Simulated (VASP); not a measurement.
Input of a VASP 6.6.1 run:

File INCAR:

```
ALGO     = Normal         # electronic algorithm
EDIFF    = 1E-7           # SCF threshold, eV
ENCUT    = 520            # plane-wave cutoff, eV
GGA      = PS             # functional
ISIF     = 2              # what is computed and relaxed
ISMEAR   = 1              # smearing method
IVDW     = 12             # dispersion correction
LASPH    = T              # aspherical terms in the spheres
LCHARG   = F              # write CHGCAR
LREAL    = F              # projectors in reciprocal space
LWAVE    = F              # write WAVECAR
NBANDS   = 12             # bands
NELM     = 80             # most SCF steps
PREC     = Accurate       # precision mode
SIGMA    = 0.1            # smearing width, eV
```

The input KPOINTS:

```
k-points
0
Gamma
  5 5 7
```

File POSCAR:

```
Li
1.0
    4.9195300000     -0.0140600000      0.0522700000
   -2.4719400000      4.3388300000     -0.0110300000
    0.0305100000      0.0101800000      2.8498100000
Li
3
Direct
    0.9941818472      0.9929566569      0.9878786616
    0.6600100000      0.3333333333      0.4808300000
    0.3280000000      0.6520300000      0.4962800000
```

Potentials or basis: VASP PAW PBE potentials, release 64 (Li_sv).

Run with:

```sh
$ cat potpaw_PBE.64/Li_sv/POTCAR > POTCAR
$ mpirun -np 1 vasp_std > vasp.out
```

Task: Estimate the dispersion energy per atom.

Result: -0.149 eV.

Task: Estimate the largest force.

Result: 0.088 eV/Å.

Forces on the atoms (eV/Å):
```
Li   0.000 -0.001  0.001
Li   0.050 -0.071 -0.008
Li  -0.050  0.073  0.007
```

Caveat: the PAW data sets were made with another functional, which shifts forces and pressure a little.
